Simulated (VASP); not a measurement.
Input of a VASP 6.6.1 run:

INCAR

```
PREC = Accurate ; ENCUT = 600
EDIFF = 1E-6 ; ISMEAR = 0
SIGMA = 0.02 ; LREAL = F
LASPH = T ; NELM = 100
ALGO = Normal ; ISIF = 3
LWAVE = F ; LCHARG = F
GGA = PE ; IBRION = 2
NSW = 100 ; EDIFFG = -0.002
```

KPOINTS

```
regular mesh
0
Gamma
  6 6 8
```

File POSCAR:

```
SiO2
1.0
    4.2321948703      0.0000000000      0.0000000000
    0.0000000000      4.2321948703      0.0000000000
    0.0000000000      0.0000000000      2.6917479245
Si O
2 4
Direct
    0.0000000000      0.0000000000      0.0000000000
    0.5000000000      0.5000000000      0.5000000000
    0.3069969627      0.3069969627      0.0000000000
    0.1930030373      0.8069969627      0.5000000000
    0.6930030373      0.6930030373      0.0000000000
    0.8069969627      0.1930030373      0.5000000000
```

Potentials or basis: VASP PAW PBE potentials, release 64 (Si, O).

Launch:

```bash
$ cat potpaw_PBE.64/Si/POTCAR potpaw_PBE.64/O/POTCAR > POTCAR
$ mpirun -np 1 vasp_std > vasp.out
```

Task: Estimate the relaxed volume.

Result: 8.03 Å³/atom.

Task: Predict the relaxed cell.

Result: a = 4.231 Å, b = 4.231 Å, c = 2.693 Å, α = 90.00°, β = 90.00°, γ = 90.00°.

Task: Predict the band gap on the k mesh.

Result: 5.04 eV, direct.

Task: Predict the space group after relaxing (to 0.05 Å).

Result: P4_2/mnm (No. 136).

Final structure:
```cif
data_structure
_symmetry_space_group_name_H-M 'P 1'
_symmetry_Int_Tables_number 1
_cell_length_a 4.2309
_cell_length_b 4.2309
_cell_length_c 2.6927
_cell_angle_alpha 90.000
_cell_angle_beta 90.000
_cell_angle_gamma 90.000
_cell_volume 48.20
loop_
_atom_site_label
_atom_site_type_symbol
_atom_site_fract_x
_atom_site_fract_y
_atom_site_fract_z
_atom_site_occupancy
Si1 Si 0.00000 0.00000 0.00000 1
Si2 Si 0.50000 0.50000 0.50000 1
O1 O 0.30675 0.30675 0.00000 1
O2 O 0.19325 0.80675 0.50000 1
O3 O 0.69325 0.69325 0.00000 1
O4 O 0.80675 0.19325 0.50000 1
```

A k mesh can miss the band edges. Expect the measured gap to be larger: semilocal functionals such as PBE lack the derivative discontinuity.
